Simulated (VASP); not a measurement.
# SnO2 (I4_1/amd) in VASP: single point with PBEsol

Aim: the single point of SnO2 with PBEsol.

All numbers are computed with VASP 6.6.1; they aren't measurements. Logs are shortened: lines on timing, memory, paths and dates and some standing lists are left out, and cuts for length are marked.

**1. The cell of the first run**

Symmetry: I4_1/amd, No. 141, tetragonal system. Conventional cell: a = 4.000 Å, b = 4.000 Å, c = 10.247 Å, α = 90.00°, β = 90.00°, γ = 90.00°. Within 2.7 Å of Sn (site symmetry -4m2) lie 6 O at 2.06 to 2.09 Å. O (site symmetry 2mm) has 3 Sn at 2.06 to 2.09 Å and 2 O at 2.57 Å within 2.7 Å.

**2. Single point, PBEsol**

INCAR reads:

```
SYSTEM = SnO2
PREC = Accurate ; ENCUT = 520
EDIFF = 1E-7 ; ISMEAR = 0
SIGMA = 0.01 ; LREAL = .FALSE.
LASPH = .TRUE. ; NELM = 100
ALGO = Normal ; ISIF = 2
LWAVE = .FALSE. ; LCHARG = .TRUE.
GGA = PS ; LELF = .TRUE.
LVHAR = .TRUE. ; NBANDS = 35
```

KPOINTS reads:

```
Automatic mesh
0
G
  8 8 8
  0 0 0
```

POSCAR reads:

```
SnO2
1.0
   -2.0000700000      2.0000700000      5.1236800000
    2.0000700000     -2.0000700000      5.1236800000
    2.0000700000      2.0000700000     -5.1236800000
Sn O
2 4
Direct
    0.7500000000      0.2500000000      0.5000000000
    0.0000000000      0.0000000000      0.0000000000
    0.7965200000      0.7965200000      0.0000000000
    0.9534800000      0.4534800000      0.5000000000
    0.2034800000      0.2034800000      0.0000000000
    0.5465200000      0.0465200000      0.5000000000
```

Potentials or basis: VASP PAW PBE potentials, release 64 (Sn_d, O).

On the command line:

```console
$ cat potpaw_PBE.64/Sn_d/POTCAR potpaw_PBE.64/O/POTCAR > POTCAR
$ mpirun -np 1 vasp_std > vasp.out
```

OUTCAR:

```text
SYSTEM = SnO2
   PREC = Accurate
   ENCUT = 520
   EDIFF = 1E-7
   ISMEAR = 0
   LREAL = .FALSE.
   LASPH = .TRUE.
   NELM = 100
   ISIF = 2
   GGA = PS

 ion  position               nearest neighbor table
   1  0.750  0.250  0.500-   3 2.06   5 2.06   3 2.06   5 2.06   4 2.09   6 2.09   2 3.25   2 3.25
                             2 3.25   2 3.25
   2  0.000  0.000  0.000-   6 2.06   4 2.06   6 2.06   4 2.06   3 2.09   5 2.09   1 3.25   1 3.25
                             1 3.25   1 3.25
   3  0.797  0.797  0.000-   1 2.06   1 2.06   2 2.09
   4  0.953  0.453  0.500-   2 2.06   2 2.06   1 2.09
   5  0.203  0.203  0.000-   1 2.06   1 2.06   2 2.09
   6  0.547  0.047  0.500-   2 2.06   2 2.06   1 2.09

  LATTYP: Found a body centered tetragonal cell.
 ALAT       =     4.0001400000
 C/A-ratio  =     2.5617503387

  Lattice vectors:

 A1 = (  -2.0000700000,   2.0000700000,   5.1236800000)
 A2 = (   2.0000700000,  -2.0000700000,   5.1236800000)
 A3 = (   2.0000700000,   2.0000700000,  -5.1236800000)

Analysis of symmetry for initial positions (statically):
=====================================================================
 Subroutine PRICEL returns:
 Original cell was already a primitive cell.

 Routine SETGRP: Setting up the symmetry group for a
 body centered tetragonal supercell.

 Subroutine GETGRP returns: Found 16 space group operations
 (whereof  8 operations were pure point group operations)
 out of a pool of 16 trial point group operations.

The static configuration has the point symmetry D_2d.
 The point group associated with its full space group is D_4h.

Analysis of symmetry for dynamics (positions and initial velocities):
=====================================================================
 Subroutine PRICEL returns:
 Original cell was already a primitive cell.

 Routine SETGRP: Setting up the symmetry group for a
 body centered tetragonal supercell.

 Subroutine GETGRP returns: Found 16 space group operations
 (whereof  8 operations were pure point group operations)
 out of a pool of 16 trial point group operations.

The dynamic configuration has the point symmetry D_2d.
 The point group associated with its full space group is D_4h.

 Subroutine INISYM returns: Found 16 space group operations
 (whereof  8 operations are pure point group operations),
 and found     1 'primitive' translations

----------------------------------------------------------------------------------------
[... 99 lines left out ...]
   ENCUT  =  520.0 eV  38.22 Ry    6.18 a.u.  10.88 10.88 10.88*2*pi/ulx,y,z
   NELM   =    100;   NELMIN=  2; NELMDL= -5     # of ELM steps
   EDIFF  = 0.1E-06   stopping-criterion for ELM
   LREAL  =      F    real-space projection
   EDIFFG = 0.1E-05   stopping-criterion for IOM
   NSW    =      0    number of steps for IOM
   IBRION =     -1    ionic relax: 0-MD 1-quasi-New 2-CG
   NFREE  =      0    steps in history (QN), initial steepest desc. (CG)
   ISIF   =      2    stress and relaxation
   ISYM   =      2    0-nonsym 1-usesym 2-fastsym
   POTIM  = 0.5000    time-step for ionic-motion
   TEBEG  =    0.0;   TEEND  =   0.0 temperature during run
   PSTRESS=    0.0 pullay stress
   NELECT =      52.0000    total number of electrons
   NUPDOWN=      -1.0000    fix difference up-down
   EMIN   =  10.00;   EMAX   =-10.00  energy-range for DOS
   EFERMI =   0.00;   METHOD = LEGACY
   ISMEAR =     0;   SIGMA  =   0.01  broadening in eV -4-tet -1-fermi 0-gaus
   EFERMI_NEDOS =   21; number of points for ismear=-14 and -15
   IALGO  =     38    algorithm
   IMIX   =      4    mixing-type and parameters
     AMIX     =   0.40;   BMIX     =  1.00
     AMIX_MAG =   1.60;   BMIX_MAG =  1.00
  volume/ion in A,a.u.               =      13.66        92.21
  Fermi-wavevector in a.u.,A,eV,Ry     =   1.406582  2.658055 26.918770  1.978474
  Thomas-Fermi vector in A             =   2.528928
   LORBIT       =      0    0 simple, 1 ext, 2 COOP (PROOUT), +10 PAW based schemes
   GGA     = PS    functional components
   LHFCALC =     F    Hartree Fock is set to
   AEXX    =    0.0000 exact exchange contribution
   IVDW    =     0    specifies the selected vdW correction
   LEPSILON=     F    determine dielectric tensor
   LRPA    =     F    only Hartree local field effects (RPA)
 non-spin polarized calculation
 Gauss-broadening in eV      SIGMA  =   0.01
  energy-cutoff  :      520.00
  volume of cell :       81.98
 maximum number of plane-waves:      2244
 NGX is ok and might be reduce to    48
   NGX = 21   NGY = 21   NGZ = 21

 number of electron      52.0000007 magnetization

 Free energy of the ion-electron system (eV)
  ---------------------------------------------------
  ext. energy  EPLUGINS =         0.00000000
  ---------------------------------------------------
  free energy    TOTEN  =       -39.21880286 eV

  energy without entropy =      -39.21880286  energy(sigma->0) =      -39.21880286

 E-fermi :   3.9664     XC(G=0): -10.5526

 val. band max:        3.9241197632   @ k =   0.2500   0.2500   0.2500
 cond. band min:       5.4796796034   @ k =   0.0000   0.0000   0.0000
 fundamental gap:      1.5555598402
 Fermi energy:         3.9663827727

 k-point     1 :       0.0000    0.0000    0.0000
  band No.  band energies     occupation
      1     -16.3968      2.00000
      2     -16.3864      2.00000
      3     -16.2475      2.00000
      4     -15.6691      2.00000
      5     -15.5707      2.00000
      6     -15.5707      2.00000
[... 901 lines left out ...]
     34      15.1571      0.00000
     35      16.6629      0.00000

 [... further k-points ...]
[... 5 lines left out ...]
  --------------------------------------------------------------------------------------
  -------------------------------------------------------------------------------------
  Total        0.7889132      0.7889132      0.3321336      0.0000000     -0.0000000      0.0000000
  in kB       15.4172676     15.4172676      6.4906924      0.0000000     -0.0000000      0.0000000
  external PRESSURE =      12.4417425 kB  Pullay stress =       0.0000000 kB

 VOLUME and BASIS-vectors are now :
 -----------------------------------------------------------------------------
  energy-cutoff  :      520.00
  volume of cell :       81.98
      direct lattice vectors                 reciprocal lattice vectors
    -2.000070000  2.000070000  5.123680000     0.000000000  0.249991250  0.097586110
     2.000070000 -2.000070000  5.123680000     0.249991250  0.000000000  0.097586110
     2.000070000  2.000070000 -5.123680000     0.249991250  0.249991250  0.000000000

 POSITION                                       TOTAL-FORCE (eV/Angst)
 -----------------------------------------------------------------------------------
      0.00000      2.00007      2.56184         0.000000      0.000000     -0.000000
      0.00000      0.00000      0.00000         0.000000      0.000000      0.000000
      0.00000      0.00000      8.16223         0.000000      0.000000      0.056831
      0.00000      2.00007      4.64697         0.000000      0.000000     -0.056831
      0.00000      0.00000      2.08513        -0.000000     -0.000000     -0.056831
      0.00000      2.00007      0.47671         0.000000      0.000000      0.056831
 -----------------------------------------------------------------------------------
    total drift:                               -0.000000     -0.000000      0.000000

  FREE ENERGIE OF THE ION-ELECTRON SYSTEM (eV)
  ---------------------------------------------------
  free  energy   TOTEN  =       -39.2188028593 eV

  energy  without entropy=      -39.2188028593  energy(sigma->0) =      -39.21880286
```

It took 3.6 min on 1 thread of Intel Xeon Platinum 8488C (Sapphire Rapids), shared host; peak memory 0.39 GiB.

What came out:

```yaml
Free_energy: -39.2188 eV
Pressure: 1.2 GPa
Largest_force: 0.057 eV/Å
Band_gap_on_the_k_mesh: 1.56 eV (least direct gap 1.94 eV)
```

Forces in eV/Å, atoms in the order of the input:
```
Sn   0.000  0.000  0.000
Sn   0.000  0.000  0.000
O    0.000  0.000  0.057
O    0.000  0.000 -0.057
O    0.000  0.000 -0.057
O    0.000  0.000  0.057
```

Stress tensor (GPa, compression positive):
```
1.54 0.00 0.00
0.00 1.54 0.00
0.00 0.00 0.65
```

Caveat: the PAW data sets were made with another functional, which shifts forces and pressure a little; spin-orbit coupling is left out, which moves the levels of the heavy elements. A k mesh can miss the band edges.
